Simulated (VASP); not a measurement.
A run of VASP 6.6.1 is set up as follows.

POSCAR

```
ZrB
1.0
    0.0000000000      2.3093955030      2.3093955030
    2.3093955030      0.0000000000      2.3093955030
    2.3093955030      2.3093955030      0.0000000000
Zr B
1 1
Direct
    0.0000000000      0.0000000000      0.0000000000
    0.5000000000      0.5000000000      0.5000000000
```

The input INCAR.step1:

```
SYSTEM = ZrB
ALGO     = Normal         ! electronic algorithm
EDIFF    = 1E-4           ! SCF threshold, eV
ENCUT    = 520            ! plane-wave cutoff, eV
GGA      = PE             ! functional
ISMEAR   = -1             ! smearing method
LASPH    = .True.         ! aspherical terms in the spheres
LCHARG   = .False.        ! write CHGCAR
LREAL    = .False.        ! projectors in reciprocal space
LWAVE    = .True.         ! write WAVECAR
NBANDS   = 14             ! bands
NELM     = 60             ! most SCF steps
PREC     = Accurate       ! precision mode
SIGMA    = 0.05           ! smearing width, eV
```

The input INCAR.step2:

```
SYSTEM = ZrB
ALGO     = Normal         ! electronic algorithm
EDIFF    = 1E-6           ! SCF threshold, eV
ENCUT    = 520            ! plane-wave cutoff, eV
ISIF     = 2              ! what is computed and relaxed
ISMEAR   = -1             ! smearing method
ISTART   = 1            
LASPH    = .True.         ! aspherical terms in the spheres
LCHARG   = .False.        ! write CHGCAR
LMIXTAU  = .True.       
LREAL    = .False.        ! projectors in reciprocal space
LWAVE    = .False.        ! write WAVECAR
METAGGA  = R2SCAN         ! meta-GGA
NBANDS   = 14             ! bands
NELM     = 60             ! most SCF steps
PREC     = Accurate       ! precision mode
SIGMA    = 0.05           ! smearing width, eV
```

File KPOINTS:

```
k-points
0
Gamma
  10 10 10
  0 0 0
```

Potentials or basis: VASP PAW PBE potentials, release 64 (Zr_sv, B).

Run with:

```bash
$ cat potpaw_PBE.64/Zr_sv/POTCAR potpaw_PBE.64/B/POTCAR > POTCAR
$ cp INCAR.step1 INCAR
$ mpirun -np 1 vasp_std > vasp.out
$ cp INCAR.step2 INCAR
$ mpirun -np 1 vasp_std > vasp.out
```

Question: What does it give for the pressure?

Answer: 42.7 GPa.

Caveat: the PAW data sets were made with another functional, which shifts forces and pressure a little.
